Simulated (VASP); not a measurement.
A run of VASP 6.6.1 is set up as follows.

The input POSCAR:

```
BaTiO3
1.0
    4.2333423023      0.0000000000      0.0000000000
    0.0000000000      3.9940959546      0.0000000000
    0.0000000000      0.0000000000      3.9940959546
Ba Ti O
1 1 3
Direct
    0.5000000000      0.5000000000      0.5000000000
    0.0000000000      0.0000000000      0.0000000000
    0.5000000000      0.0000000000      0.0000000000
    0.0000000000      0.5000000000      0.0000000000
    0.0000000000      0.0000000000      0.5000000000
```

Contents of INCAR.step1:

```
SYSTEM = BaTiO3
  ALGO = Normal
  EDIFF = 1E-5
  ENCUT = 910
  GGA = PE
  GGA_COMPAT = .FALSE.
  ISMEAR = 0
  LASPH = .TRUE.
  LCHARG = .FALSE.
  LREAL = .FALSE.
  LWAVE = .TRUE.
  NBANDS = 28
  NELM = 120
  PREC = Accurate
  SIGMA = 0.01
```

Contents of INCAR.step2:

```
SYSTEM = BaTiO3
  ALGO = Normal
  EDIFF = 1E-6
  ENCUT = 910
  GGA_COMPAT = .FALSE.
  ISIF = 2
  ISMEAR = 0
  ISTART = 1
  LASPH = .TRUE.
  LCHARG = .TRUE.
  LELF = .TRUE.
  LMIXTAU = .TRUE.
  LREAL = .FALSE.
  LVHAR = .TRUE.
  LWAVE = .FALSE.
  METAGGA = R2SCAN
  NBANDS = 28
  NELM = 120
  PREC = Accurate
  SIGMA = 0.01
```

The input KPOINTS:

```
k-points
0
G
  6 6 6
  0 0 0
```

Potentials or basis: VASP PAW PBE potentials, release 64 (Ba_sv, Ti_sv, O_h).

Command:

```bash
$ cat potpaw_PBE.64/Ba_sv/POTCAR potpaw_PBE.64/Ti_sv/POTCAR potpaw_PBE.64/O_h/POTCAR > POTCAR
$ cp INCAR.step1 INCAR
$ mpirun -np 1 vasp_std > vasp.out
$ cp INCAR.step2 INCAR
$ mpirun -np 1 vasp_std > vasp.out
```

What does it give for the pressure?

-7.1 GPa.

Estimate the band gap on the k mesh.

1.92 eV (least direct gap 2.16 eV).

Stress tensor (GPa, compression positive):
```
-12.83   0.00   0.00
  0.00  -4.26   0.00
  0.00   0.00  -4.26
```

Caveat: the cell differs from its parent crystal (uniaxial x strain +6.0%); the cutoff is under 1.25 times the usual one of these potentials, so pressure, stress and relaxed cells hold a basis-set (Pulay) error; the cell stands under tension; the PAW data sets were made with another functional, which shifts forces and pressure a little; spin-orbit coupling is left out, which moves the levels of the heavy elements. A k mesh can miss the band edges.
